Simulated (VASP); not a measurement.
The system is Ca.

```
Ca
1.0
     0.00000    2.72646    2.72646
     2.72646    0.00000    2.72646
     2.72646    2.72646    0.00000
Ca
1
Direct
  0.00000 0.00000 0.00000
```

Base run:

```yaml
Program: VASP 6.6.1
Functional: r2SCAN
Potentials_or_basis: VASP PAW PBE potentials, release 64 (Ca_sv)
Cutoff: 520 eV
k_mesh: 10 × 10 × 10
Occupations: fermi-dirac, width 0.05 eV
Spin: no spin polarisation
```

Its results: band gap on the k mesh zero (band 5 reaches 2.30 eV, above the bottom of band 6 at 1.91 eV); pressure 1.3 GPa.

**Question.** The run is repeated on the same cell with these changes: functional from r2SCAN to PBEsol. What comes out?

**Answer.** Band gap on the k mesh zero (band 5 reaches 2.14 eV, above the bottom of band 6 at 1.93 eV); pressure 0.0 GPa.

Caveats: the PAW data sets were made with another functional, which shifts forces and pressure a little.
